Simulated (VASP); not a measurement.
CdS: single point with PBEsol

Crystal: CdS.

```
CELL_PARAMETERS angstrom
4.12448 0.00000 0.00000
-2.06224 3.57190 0.00000
0.00000 0.00000 6.70947
ATOMIC_POSITIONS crystal
Cd 0.33333 0.66667 0.00018
Cd 0.66667 0.33333 0.50018
S 0.33333 0.66667 0.37682
S 0.66667 0.33333 0.87682
```

```yaml
Program: VASP 6.6.1
Task: single point
Functional: PBEsol
Potentials_or_basis: VASP PAW PBE potentials, release 64 (Cd, S)
Cutoff: 520 eV
k_mesh: 12 × 12 × 6
Occupations: gaussian, width 0.02 eV
Spin: no spin polarisation
Dipole_correction: no
Further_INCAR_settings: ALGO = Normal; EDIFF = 1e-06; NBANDS = 26
```

```
Pressure               : 0.4 GPa
Band gap on the k mesh : 1.10 eV
```

Forces in eV/Å, atoms in the order of the input:
```
Cd   0.000  0.000  0.002
Cd   0.000  0.000  0.002
S    0.000  0.000 -0.002
S    0.000  0.000 -0.002
```

Levels at points of the mesh, in eV from the valence-band top:
```
           k point  band 14  band 15  band 16  band 17  band 18  band 19  band 20  band 21  band 22  band 23
(0.00, 0.00, 0.00)    -0.78    -0.78    -0.05     0.00     0.00     1.10     2.68     6.38     6.38     6.68
(0.50, 0.00, 0.00)    -3.61    -2.73    -1.93    -1.35    -0.78     3.64     3.76     4.97     6.34     6.94
(0.00, 0.00, 0.50)    -2.53    -0.40    -0.40    -0.40    -0.40     2.76     2.76     6.07     6.07     6.73
(0.50, 0.00, 0.50)    -4.24    -1.39    -1.39    -1.37    -1.37     3.36     3.36     5.27     5.27     7.80
```

Wall time 4.2 min on 1 thread of Intel Xeon 8259CL (shared host), peak memory 0.32 GiB.

Caveat: the PAW data sets were made with another functional, which shifts forces and pressure a little. A k mesh can miss the band edges.
